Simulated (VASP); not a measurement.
# Ge (Fd-3m) in VASP: notebook

Ge is run at these levels: PBE; tasks: single point, relaxation of cell and atoms.

Program: VASP 6.6.1. These are calculated values, not measurements. Logs are shortened: lines on timing, memory, paths and dates and some standing lists are left out, and cuts for length are marked.

### Step 1. The cell of the first run

It takes space group Fd-3m (No. 227, cubic). Conventional cell: a = 5.604 Å, b = 5.604 Å, c = 5.604 Å, α = 90.00°, β = 90.00°, γ = 90.00°. Ge (site symmetry -43m) has 4 Ge at 2.43 Å within 3.2 Å.

### Step 2. Single point, PBE (22.00 Å³/atom)

The input, INCAR:

```
SYSTEM = Ge
PREC = Accurate
ENCUT = 520
EDIFF = 1E-6
ISMEAR = -1
SIGMA = 0.08
LREAL = .FALSE.
LASPH = .TRUE.
NELM = 100
ALGO = Normal
ISIF = 2
LWAVE = .FALSE.
LCHARG = .FALSE.
GGA = PE
NBANDS = 21
```

The input, KPOINTS:

```
Automatic mesh
0
G
  11 11 11
  0 0 0
```

The input, POSCAR:

```
Ge
1.0
    0.0000000000      2.8021716332      2.8021716332
    2.8021716332      0.0000000000      2.8021716332
    2.8021716332      2.8021716332      0.0000000000
Ge
2
Direct
   -0.1250000000     -0.1250000000     -0.1250000000
    0.1250000000      0.1250000000      0.1250000000
```

Potentials or basis: VASP PAW PBE potentials, release 64 (Ge_d).

The run is started by

```bash
> cat potpaw_PBE.64/Ge_d/POTCAR > POTCAR
> mpirun -np 1 vasp_std > vasp.out
```

OUTCAR:

```text
SYSTEM = Ge
   PREC = Accurate
   ENCUT = 520
   EDIFF = 1E-6
   ISMEAR = -1
   LREAL = .FALSE.
   LASPH = .TRUE.
   NELM = 100
   ISIF = 2
   GGA = PE

 ion  position               nearest neighbor table
   1  0.875  0.875  0.875-   2 2.43   2 2.43   2 2.43   2 2.43
   2  0.125  0.125  0.125-   1 2.43   1 2.43   1 2.43   1 2.43

  LATTYP: Found a face centered cubic cell.
 ALAT       =     5.6043432664

  Lattice vectors:

 A1 = (   0.0000000000,   2.8021716332,   2.8021716332)
 A2 = (   2.8021716332,   0.0000000000,   2.8021716332)
 A3 = (   2.8021716332,   2.8021716332,   0.0000000000)

Analysis of symmetry for initial positions (statically):
=====================================================================
 Subroutine PRICEL returns:
 Original cell was already a primitive cell.

 Routine SETGRP: Setting up the symmetry group for a
 face centered cubic supercell.

 Subroutine GETGRP returns: Found 48 space group operations
 (whereof 12 operations were pure point group operations)
 out of a pool of 48 trial point group operations.

The static configuration has the point symmetry D_3d.
 The point group associated with its full space group is O_h .

Analysis of symmetry for dynamics (positions and initial velocities):
=====================================================================
 Subroutine PRICEL returns:
 Original cell was already a primitive cell.

 Routine SETGRP: Setting up the symmetry group for a
 face centered cubic supercell.

 Subroutine GETGRP returns: Found 48 space group operations
 (whereof 12 operations were pure point group operations)
 out of a pool of 48 trial point group operations.

The dynamic configuration has the point symmetry D_3d.
 The point group associated with its full space group is O_h .

 Subroutine INISYM returns: Found 48 space group operations
 (whereof 12 operations are pure point group operations),
 and found     1 'primitive' translations

----------------------------------------------------------------------------------------

                                     Primitive cell

  volume of cell :      44.0062

  direct lattice vectors                    reciprocal lattice vectors
     0.000000000  2.802171633  2.802171633    -0.178433039  0.178433039  0.178433039
     2.802171633  0.000000000  2.802171633     0.178433039 -0.178433039  0.178433039
     2.802171633  2.802171633  0.000000000     0.178433039  0.178433039 -0.178433039

  length of vectors
     3.962869128  3.962869128  3.962869128     0.309055089  0.309055089  0.309055089

  position of ions in fractional coordinates (direct lattice)
     0.875000000  0.875000000  0.875000000
     0.125000000  0.125000000  0.125000000

  ion indices of the primitive-cell ions
   primitive index   ion index
                 1           1
                 2           2

----------------------------------------------------------------------------------------

 KPOINTS: Automatic mesh

Automatic generation of k-mesh.
 Grid dimensions read from file:
 generate k-points for:   11   11   11

 Generating k-lattice:

  Cartesian coordinates                     Fractional coordinates (reciprocal lattice)
    -0.016221185  0.016221185  0.016221185     0.090909091  0.000000000  0.000000000
     0.016221185 -0.016221185  0.016221185     0.000000000  0.090909091  0.000000000
     0.016221185  0.016221185 -0.016221185     0.000000000  0.000000000  0.090909091

  Length of vectors
     0.028095917  0.028095917  0.028095917

  Shift w.r.t. Gamma in fractional coordinates (k-lattice)
     0.000000000  0.000000000  0.000000000

 Subroutine IBZKPT returns following result:
 ===========================================

 Found     56 irreducible k-points:

 Following reciprocal coordinates:
            Coordinates               Weight
  0.000000  0.000000  0.000000      1.000000
  0.090909  0.000000  0.000000      8.000000
  0.181818  0.000000  0.000000      8.000000
  0.272727  0.000000  0.000000      8.000000
  0.363636  0.000000  0.000000      8.000000
  0.454545  0.000000  0.000000      8.000000
[... 16 lines left out ...]
 -0.272727  0.181818  0.000000     24.000000
 -0.181818  0.181818  0.000000     12.000000
 [... further k-points ...]
   k-points           NKPTS =     56   k-points in BZ     NKDIM =     56   number of bands    NBANDS=     21
   number of dos      NEDOS =    301   number of ions     NIONS =      2
   total plane-waves  NPLWV =  27000
   dimension x,y,z NGX =    30 NGY =   30 NGZ =   30
   dimension x,y,z NGXF=    60 NGYF=   60 NGZF=   60
   ions per type =               2
   NGX,Y,Z   is equivalent  to a cutoff of  12.59, 12.59, 12.59 a.u.
   NGXF,Y,Z  is equivalent  to a cutoff of  25.17, 25.17, 25.17 a.u.
 SYSTEM =  Ge
   PREC   = accura    normal or accurate (medium, high low for compatibility)
   ISTART =      0    job   : 0-new  1-cont  2-samecut
   ICHARG =      2    charge: 1-file 2-atom 10-const
   ISPIN  =      1    spin polarized calculation?
   LNONCOLLINEAR =      F non collinear calculations
   LSORBIT =      F    spin-orbit coupling
   LASPH  =      T    aspherical Exc in radial PAW
   ENCUT  =  520.0 eV  38.22 Ry    6.18 a.u.   7.37  7.37  7.37*2*pi/ulx,y,z
   NELM   =    100;   NELMIN=  2; NELMDL= -5     # of ELM steps
   EDIFF  = 0.1E-05   stopping-criterion for ELM
   LREAL  =      F    real-space projection
   EDIFFG = 0.1E-04   stopping-criterion for IOM
   NSW    =      0    number of steps for IOM
   IBRION =     -1    ionic relax: 0-MD 1-quasi-New 2-CG
   NFREE  =      0    steps in history (QN), initial steepest desc. (CG)
   ISIF   =      2    stress and relaxation
   ISYM   =      2    0-nonsym 1-usesym 2-fastsym
   POTIM  = 0.5000    time-step for ionic-motion
   TEBEG  =    0.0;   TEEND  =   0.0 temperature during run
   PSTRESS=    0.0 pullay stress
   NELECT =      28.0000    total number of electrons
   NUPDOWN=      -1.0000    fix difference up-down
   EMIN   =  10.00;   EMAX   =-10.00  energy-range for DOS
   EFERMI =   0.00;   METHOD = LEGACY
   ISMEAR =    -1;   SIGMA  =   0.08  broadening in eV -4-tet -1-fermi 0-gaus
   EFERMI_NEDOS =   21; number of points for ismear=-14 and -15
   IALGO  =     38    algorithm
   IMIX   =      4    mixing-type and parameters
     AMIX     =   0.40;   BMIX     =  1.00
     AMIX_MAG =   1.60;   BMIX_MAG =  1.00
  volume/ion in A,a.u.               =      22.00       148.48
  Fermi-wavevector in a.u.,A,eV,Ry     =   1.408065  2.660857 26.975560  1.982648
  Thomas-Fermi vector in A             =   2.530261
   LORBIT       =      0    0 simple, 1 ext, 2 COOP (PROOUT), +10 PAW based schemes
   GGA     = PE    functional components
   LHFCALC =     F    Hartree Fock is set to
   AEXX    =    0.0000 exact exchange contribution
   IVDW    =     0    specifies the selected vdW correction
   LEPSILON=     F    determine dielectric tensor
   LRPA    =     F    only Hartree local field effects (RPA)
 non-spin polarized calculation
  energy-cutoff  :      520.00
  volume of cell :       44.01
 maximum number of plane-waves:      1243
 NGX is ok and might be reduce to    30
   NGX = 15   NGY = 15   NGZ = 15

 number of electron      27.9999989 magnetization

 Free energy of the ion-electron system (eV)
  ---------------------------------------------------
  ext. energy  EPLUGINS =         0.00000000
  ---------------------------------------------------
  free energy    TOTEN  =        -8.97073248 eV

  energy without entropy =       -8.96974067  energy(sigma->0) =       -8.97023657

 E-fermi :   5.3892     XC(G=0): -10.0610

 val. band max:        5.2741846723   @ k =   0.0000   0.0000   0.0000
 cond. band min:       5.5649865188   @ k =   0.4545   0.0000   0.0000
 fundamental gap:      0.2908018465
 Fermi energy:         5.3892200111

 k-point     1 :       0.0000    0.0000    0.0000
  band No.  band energies     occupation
      1     -19.5839      2.00000
      2     -19.5839      2.00000
      3     -19.5839      2.00000
      4     -19.5454      2.00000
      5     -19.5454      2.00000
      6     -19.3190      2.00000
[... 13 lines left out ...]
     20      14.8339      0.00000
     21      14.8339      0.00000

 k-point     2 :       0.0909    0.0000    0.0000
  band No.  band energies     occupation
      1     -19.5892      2.00000
      2     -19.5892      2.00000
      3     -19.5824      2.00000
      4     -19.5380      2.00000
      5     -19.5380      2.00000
      6     -19.3267      2.00000
[... 13 lines left out ...]
     20      14.1745      0.00000
     21      14.1745      0.00000

 k-point     3 :       0.1818    0.0000    0.0000
  band No.  band energies     occupation
      1     -19.5981      2.00000
      2     -19.5981      2.00000
      3     -19.5785      2.00000
      4     -19.5241      2.00000
      5     -19.5241      2.00000
      6     -19.3383      2.00000
[... 13 lines left out ...]
     20      13.6152      0.00000
     21      13.6152      0.00000

 k-point     4 :       0.2727    0.0000    0.0000
  band No.  band energies     occupation
      1     -19.6048      2.00000
      2     -19.6048      2.00000
      3     -19.5733      2.00000
      4     -19.5117      2.00000
      5     -19.5117      2.00000
      6     -19.3474      2.00000
[... 13 lines left out ...]
     20      13.7696      0.00000
     21      13.7696      0.00000

 k-point     5 :       0.3636    0.0000    0.0000
  band No.  band energies     occupation
      1     -19.6085      2.00000
      2     -19.6085      2.00000
      3     -19.5685      2.00000
      4     -19.5039      2.00000
      5     -19.5039      2.00000
      6     -19.3525      2.00000
[... 13 lines left out ...]
     20      14.7128      0.00000
     21      14.7128      0.00000
[... 382 lines left out ...]
     20      15.7877      0.00000
     21      16.0685      0.00000

 k-point    22 :      -0.3636    0.1818    0.0000
  band No.  band energies     occupation
      1     -19.6283      2.00000
      2     -19.6181      2.00000
      3     -19.5386      2.00000
      4     -19.4913      2.00000
      5     -19.4736      2.00000
      6     -19.3820      2.00000
[... 13 lines left out ...]
     20      14.1206      0.00000
     21      16.1255      0.00000

 k-point    23 :      -0.2727    0.1818    0.0000
  band No.  band energies     occupation
      1     -19.6212      2.00000
      2     -19.6176      2.00000
      3     -19.5464      2.00000
      4     -19.5043      2.00000
      5     -19.4779      2.00000
      6     -19.3814      2.00000
[... 13 lines left out ...]
     20      15.0004      0.00000
     21      16.9022      0.00000

 k-point    24 :      -0.1818    0.1818    0.0000
  band No.  band energies     occupation
      1     -19.6137      2.00000
      2     -19.6103      2.00000
      3     -19.5615      2.00000
      4     -19.5138      2.00000
      5     -19.4915      2.00000
      6     -19.3711      2.00000
[... 13 lines left out ...]
     20      15.0455      0.00000
     21      15.2685      0.00000

 [... further k-points ...]
[... 5 lines left out ...]
  --------------------------------------------------------------------------------------
  -------------------------------------------------------------------------------------
  Total        1.6148091      1.6148091      1.6148091      0.0000000      0.0000000     -0.0000000
  in kB       58.7919126     58.7919126     58.7919126      0.0000000      0.0000000     -0.0000000
  external PRESSURE =      58.7919126 kB  Pullay stress =       0.0000000 kB

 VOLUME and BASIS-vectors are now :
 -----------------------------------------------------------------------------
  energy-cutoff  :      520.00
  volume of cell :       44.01
      direct lattice vectors                 reciprocal lattice vectors
     0.000000000  2.802171633  2.802171633    -0.178433039  0.178433039  0.178433039
     2.802171633  0.000000000  2.802171633     0.178433039 -0.178433039  0.178433039
     2.802171633  2.802171633  0.000000000     0.178433039  0.178433039 -0.178433039

 POSITION                                       TOTAL-FORCE (eV/Angst)
 -----------------------------------------------------------------------------------
      4.90380      4.90380      4.90380         0.000000     -0.000000     -0.000000
      0.70054      0.70054      0.70054        -0.000000      0.000000      0.000000
 -----------------------------------------------------------------------------------
    total drift:                               -0.000000      0.000000      0.000000

  FREE ENERGIE OF THE ION-ELECTRON SYSTEM (eV)
  ---------------------------------------------------
  free  energy   TOTEN  =        -8.9707324768 eV

  energy  without entropy=       -8.9697406723  energy(sigma->0) =       -8.97023657
```

It took 69 s on 1 thread of Intel Xeon 8259CL, shared host; peak memory 0.19 GiB.

What came out:

```yaml
Free_energy: -8.9707 eV
Pressure: 5.9 GPa
Band_gap_on_the_k_mesh: 0.29 eV (least direct gap 0.30 eV)
```

Levels at points of the mesh, in eV from the valence-band top:
| k point | band 12 | band 13 | band 14 | band 15 | band 16 | band 17 |
| --- | --- | --- | --- | --- | --- | --- |
| (0.00, 0.00, 0.00) | 0.00 | 0.00 | 0.00 | 0.30 | 2.57 | 2.57 |

Caveat: the cell stands under pressure; an odd mesh through Γ misses points on the zone boundary, where band edges can lie.

### Step 3. Single point, PBE

This run uses another cell than the first one, of 23.92 Å³/atom.

The input, INCAR:

```
ALGO = Normal
EDIFF = 1E-6
ENCUT = 520
GGA = PE
ISIF = 2
ISMEAR = -1
LASPH = True
LCHARG = True
LELF = True
LREAL = False
LVHAR = True
LWAVE = False
NBANDS = 21
NELM = 60
PREC = Accurate
SIGMA = 0.08
```

The input, KPOINTS:

```
k-points
0
Gamma
  11 11 11
```

The input, POSCAR:

```
Ge
1.0
    0.0000000000      2.8811472615      2.8811472615
    2.8811472615      0.0000000000      2.8811472615
    2.8811472615      2.8811472615      0.0000000000
Ge
2
Direct
   -0.1250000000     -0.1250000000     -0.1250000000
    0.1250000000      0.1250000000      0.1250000000
```

Potentials or basis: VASP PAW PBE potentials, release 64 (Ge_d).

The run is started by

```bash
> cat potpaw_PBE.64/Ge_d/POTCAR > POTCAR
> mpirun -np 1 vasp_std > vasp.out
```

Run time: 72 s. Hardware: 1 thread of Intel Xeon 8259CL, shared host; peak memory 0.19 GiB.

The run converged. Its results:

| Item | Value |
| --- | --- |
| Free energy | -9.0363 eV |
| Pressure | -0.1 GPa |
| Band gap on the k mesh | zero (filled and empty bands touch) |

Levels at points of the mesh, in eV from the Fermi level:
| k point | band 11 | band 12 | band 13 | band 14 | band 15 | band 16 | band 17 | band 18 |
| --- | --- | --- | --- | --- | --- | --- | --- | --- |
| (0.00, 0.00, 0.00) | -12.36 | -0.45 | 0.01 | 0.01 | 0.01 | 2.54 | 2.54 | 2.54 |

Caveat: semilocal functionals underestimate gaps, so a narrow gap can read as zero.

[end of part 1 of 2]
